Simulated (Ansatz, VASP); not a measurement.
## Two plane-wave programs on Mo

INCAR

```
PREC = Accurate
ENCUT = 600
EDIFF = 1E-7
ISMEAR = 0
SIGMA = 0.1
LREAL = F
LASPH = T
NELM = 100
ALGO = Fast
ISIF = 3
LWAVE = F
LCHARG = F
IBRION = 2
NSW = 100
EDIFFG = -0.002
```

The input KPOINTS:

```
regular mesh
0
Gamma
  16 16 16
```

The input POSCAR:

```
Mo
1.0
   -1.5561785691      1.5561785691      1.5561785691
    1.5561785691     -1.5561785691      1.5561785691
    1.5561785691      1.5561785691     -1.5561785691
Mo
1
Direct
    0.0000000000      0.0000000000      0.0000000000
```

Input for Ansatz:

```yaml
crystal:
  lattice:
    - [-1.5561785691, 1.5561785691, 1.5561785691]
    - [1.5561785691, -1.5561785691, 1.5561785691]
    - [1.5561785691, 1.5561785691, -1.5561785691]
  atoms:
    - { symbol: Mo, position: [0.0, 0.0, 0.0] }
basis:
  ecutwfc: 600.0
kpoints:
  mp_grid: { grid: [16, 16, 16] }
hamiltonian:
  xc: lda
  pseudopotentials: { kind: paw, azcp: { folder: soft_1 } }
scf:
  occupations: { method: gaussian, width: 0.1 }
output:
  forces: true
  stress: true
  eigenvalues: true
  write_density: true
  write_potential: true
  elf: true
  volumetric_format: npy
relax:
  adjacent_minimum: "off"
  f_tol: 0.002
  max_steps: 80
  cell: { stress_tol: 0.02 }
```

Alike in both runs: task relaxation of cell and atoms; functional LDA; k mesh 16 × 16 × 16; occupations gaussian, width 0.1 eV; no spin polarisation.

|  | VASP | Ansatz |
| --- | --- | --- |
| version | VASP 6.6.1 | Ansatz 0.2.0 |
| potentials or method | VASP PAW LDA potentials, release 64 (Mo_sv), cutoff 600 eV | scalar-relativistic, plane waves, PAW |
| valence electrons in the cell | 14 | 14 |

```tsv
	VASP	Ansatz	Ansatz less VASP
gap on the k mesh at the Fermi level, each at its own relaxed structure (eV)	none	none	-
relaxed volume (Å³/atom)	15.11	15.05	-0.058
relaxed cell length with the largest relative difference (Å)	2.698	2.694	-0.0035
```

Ansatz warns that its potentials were made for another functional, while VASP's fit it. LDA's correlation is that of Perdew and Zunger in VASP and of Perdew and Wang (1992) in Ansatz. A gap of «none» marks a metal or a gap that the smearing closes.
